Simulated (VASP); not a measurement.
Input of a VASP 6.6.1 run:

INCAR

```
PREC = Accurate
ENCUT = 520
EDIFF = 1E-6
ISMEAR = -1
SIGMA = 0.05
LREAL = False
LASPH = True
NELM = 100
ALGO = Normal
ISIF = 2
LWAVE = False
LCHARG = False
GGA = PE
IVDW = 13
NBANDS = 55
```

File KPOINTS:

```
Automatic mesh
0
Gamma
  9 9 5
```

POSCAR

```
Ga2O3
1.0
    6.0244628552     -1.4980265382      0.0000000000
    6.0244628552      1.4980265382      0.0000000000
   -1.3672570200      0.0000000000      5.5539182113
Ga O
4 6
Direct
    0.3413400000      0.3413400000      0.6859800000
    0.6586600000      0.6586600000      0.3140200000
    0.9095000000      0.9095000000      0.2054000000
    0.0905000000      0.0905000000      0.7946000000
    0.5041000000      0.5041000000      0.7434000000
    0.4959000000      0.4959000000      0.2566000000
    0.8267000000      0.8267000000      0.4368000000
    0.1733000000      0.1733000000      0.5632000000
    0.8355000000      0.8355000000      0.8902000000
    0.1645000000      0.1645000000      0.1098000000
```

Potentials or basis: VASP PAW PBE potentials, release 64 (Ga_d, O).

Launch:

```bash
$ cat potpaw_PBE.64/Ga_d/POTCAR potpaw_PBE.64/O/POTCAR > POTCAR
$ mpirun -np 1 vasp_std > vasp.out
```

Problem. Predict the largest force.

Solution. 0.466 eV/Å.

Problem. Predict the band gap on the k mesh.

Solution. 2.81 eV (least direct gap 2.82 eV).

Problem. Predict the pressure.

Solution. 14.9 GPa.

Problem. What does it give for the dispersion energy per atom?

Solution. -0.328 eV.

Stress tensor (GPa, compression positive):
```
14.04  0.00  0.31
 0.00 16.38  0.00
 0.31  0.00 14.29
```

Caveat: the cell stands under pressure. A k mesh can miss the band edges.
